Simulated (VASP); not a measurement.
ZnS: single point with r2SCAN

**The experiment to reproduce.**

From “Electronic, vibrational, and thermodynamic properties of ZnS (zincblende and rocksalt structure)”, 2009, arxiv:0911.5022, for a bulk crystal of ZnS at 19 K: band gap 3.85 eV (direct).

The system is ZnS.

```
Zn S
1.0
     0.00000    2.69452    2.69452
     2.69452    0.00000    2.69452
     2.69452    2.69452    0.00000
Zn S
1 1
Direct
  0.75000 0.75000 0.75000
  0.00000 0.00000 0.00000
```

```json
{
 "Program": "VASP 6.6.1",
 "Task": "single point",
 "Functional": "r2SCAN",
 "Potentials or basis": "VASP PAW PBE potentials, release 64 (Zn, S)",
 "Cutoff": "520 eV",
 "k mesh": "9 × 9 × 9",
 "Occupations": "fermi-dirac, width 0.05 eV",
 "Spin": "no spin polarisation"
}
```

| Quantity | Value |
| --- | --- |
| Pressure | 0.0 GPa |
| Band gap on the k mesh | 2.71 eV, direct |

Levels at points of the mesh, in eV from the valence-band top:
```tsv
k point	band 7	band 8	band 9	band 10	band 11	band 12
(0.00, 0.00, 0.00)	0.00	0.00	0.00	2.71	6.90	6.90
```

Wall time 53 s on 1 thread of AMD EPYC 9R45 96-Core Processor (Zen 5) (shared host), peak memory 0.14 GiB.

Measured gap of ZnS: 3.85 eV (direct; 19 K; quoted in “Electronic, vibrational, and thermodynamic properties of ZnS (zincblende and rocksalt structure)”, 2009, arxiv:0911.5022). This calculation gives 2.71 eV (-1.14 eV). The value is that of r2SCAN, without temperature or zero-point motion.

Caveat: the PAW data sets were made with another functional, which shifts forces and pressure a little.
